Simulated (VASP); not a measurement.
Crystal: HfBeC2N.

```
CELL_PARAMETERS angstrom
3.21342 0.00000 0.00000
0.00000 4.82256 0.00000
-0.16447 0.00000 6.42915
ATOMIC_POSITIONS crystal
Hf 0.58274 0.99822 0.21035
Hf 0.58274 0.00178 0.71035
Be 0.05158 0.61168 0.47531
Be 0.05158 0.38832 0.97531
C 0.79356 0.49545 0.24717
C 0.79356 0.50455 0.74717
C 0.50287 0.50740 0.10402
C 0.50287 0.49260 0.60402
N 0.07062 0.97051 0.46524
N 0.07062 0.02949 0.96524
```

```yaml
Program: VASP 6.6.1
Task: relaxation of cell and atoms
Functional: PBE
Potentials_or_basis: VASP PAW PBE potentials, release 64 (Hf_pv, Be, C, N)
Cutoff: 600 eV
k_mesh: 6 × 4 × 4
Occupations: gaussian, width 0.1 eV
Spin: no spin polarisation
```

At the start: pressure -2.0 GPa; volume 9.96 Å³/atom.

Q: Where does the relaxation end?

A: Over 8 steps the energy falls by 3.3 meV/atom and the volume is 9.83 Å³/atom (-1.4 %); space group Pc (No. 7, to 0.1 Å) before and after.

The path:
| step | energy change (eV) | largest force (eV/Å) | pressure (GPa) | volume (Å³) |
| --- | --- | --- | --- | --- |
| 1 | 0.0000 | 0.3076 | -1.95 | 99.63 |
| 2 | -0.0224 | 0.1651 | 1.13 | 97.89 |
| 3 | -0.0224 | 0.1652 | 1.11 | 97.90 |
| 4 | -0.0300 | 0.3241 | -0.21 | 98.19 |
| 5 | -0.0301 | 0.2945 | -0.08 | 98.17 |
| 6 | -0.0294 | 0.4292 | 0.41 | 98.29 |
| 7 | -0.0323 | 0.0600 | 0.14 | 98.22 |
| 8 | -0.0330 | 0.0398 | 0.05 | 98.28 |

Final structure:
```yaml
crystal:
  lattice:
    - [3.22066, 0.00000, -0.00008]
    - [0.00000, 4.76689, 0.00000]
    - [-0.16500, 0.00000, 6.40172]
  atoms:
    - { symbol: Hf, position: [0.58684, 0.00257, 0.20729] }
    - { symbol: Hf, position: [0.58684, 0.99743, 0.70729] }
    - { symbol: Be, position: [0.04648, 0.61002, 0.47768] }
    - { symbol: Be, position: [0.04648, 0.38998, 0.97768] }
    - { symbol: C, position: [0.79169, 0.49496, 0.24859] }
    - { symbol: C, position: [0.79169, 0.50504, 0.74859] }
    - { symbol: C, position: [0.50382, 0.50508, 0.10316] }
    - { symbol: C, position: [0.50382, 0.49492, 0.60316] }
    - { symbol: N, position: [0.07254, 0.97301, 0.46537] }
    - { symbol: N, position: [0.07254, 0.02699, 0.96537] }
```
